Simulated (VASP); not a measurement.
# NiO2: relaxation of shape and atoms at fixed volume with PBEsol

Crystal: NiO2.

```
Ni O
1.0
     2.75640    0.00000    0.00000
    -1.37820    2.38711    0.00000
     0.00000    0.00000    4.82963
Ni O
1 2
Direct
  0.00000 0.00000 0.50000
  0.66667 0.33333 0.69121
  0.33333 0.66667 0.30879
```

This cell differs from its parent crystal: volume scaled by 0.97.

```json
{
  "Program": "VASP 6.6.1",
  "Task": "relaxation of shape and atoms at fixed volume",
  "Functional": "PBEsol",
  "Potentials or basis": "VASP PAW PBE potentials, release 64 (Ni, O)",
  "Cutoff": "600 eV",
  "k mesh": "12 × 12 × 6",
  "Occupations": "gaussian, width 0.02 eV",
  "Spin": "no spin polarisation",
  "Dipole correction": "no",
  "Further INCAR settings": "ALGO = Normal; EDIFF = 1e-07; IBRION = 2; EDIFFG = -0.01; NSW = 50; ISIF = 4"
}
```

```
Energy gained by relaxing : 7.9 meV/atom
Ionic steps               : 5
Pressure after relaxing   : -0.2 GPa
Band gap on the k mesh    : 0.96 eV, indirect (least direct gap 1.19 eV)
```

Step by step:
| step | energy change (eV) | largest force (eV/Å) | pressure (GPa) | volume (Å³) |
| --- | --- | --- | --- | --- |
| 1 | 0.0000 | 0.5207 | 6.73 | 31.78 |
| 2 | -0.0185 | 0.0538 | 2.27 | 31.78 |
| 3 | -0.0196 | 0.0856 | 0.93 | 31.78 |
| 4 | -0.0229 | 0.0349 | 0.28 | 31.78 |
| 5 | -0.0237 | 0.0018 | -0.20 | 31.78 |

Final structure:
```cif
data_structure
_symmetry_space_group_name_H-M 'P 1'
_symmetry_Int_Tables_number 1
_cell_length_a 2.7883
_cell_length_b 2.7883
_cell_length_c 4.7199
_cell_angle_alpha 90.000
_cell_angle_beta 90.000
_cell_angle_gamma 120.000
_cell_volume 31.78
loop_
_atom_site_label
_atom_site_type_symbol
_atom_site_fract_x
_atom_site_fract_y
_atom_site_fract_z
_atom_site_occupancy
Ni1 Ni 0.00000 0.00000 0.50000 1
O1 O 0.66667 0.33333 0.69791 1
O2 O 0.33333 0.66667 0.30209 1
```

Levels at points of the mesh, in eV from the valence-band top:
```tsv
k point	band 9	band 10	band 11	band 12	band 13	band 14
(0.00, 0.00, 0.00)	-1.09	-0.86	-0.37	2.25	2.25	7.66
(0.50, 0.00, 0.00)	-1.79	-1.69	-1.04	1.58	2.18	12.49
(0.00, 0.00, 0.50)	-1.11	-1.11	-0.09	2.28	2.28	9.75
(0.50, 0.00, 0.50)	-1.72	-1.61	-1.11	1.59	2.12	11.76
```

Run time: 4.8 min on 1 thread of Intel Xeon 8259CL, on a shared host, peak memory 0.2 GiB.

Caveat: the cell differs from its parent crystal (volume scaled by 0.97); the PAW data sets were made with another functional, which shifts forces and pressure a little. Spin polarisation is off, so any magnetic state and its effect on volume and gap are missing.
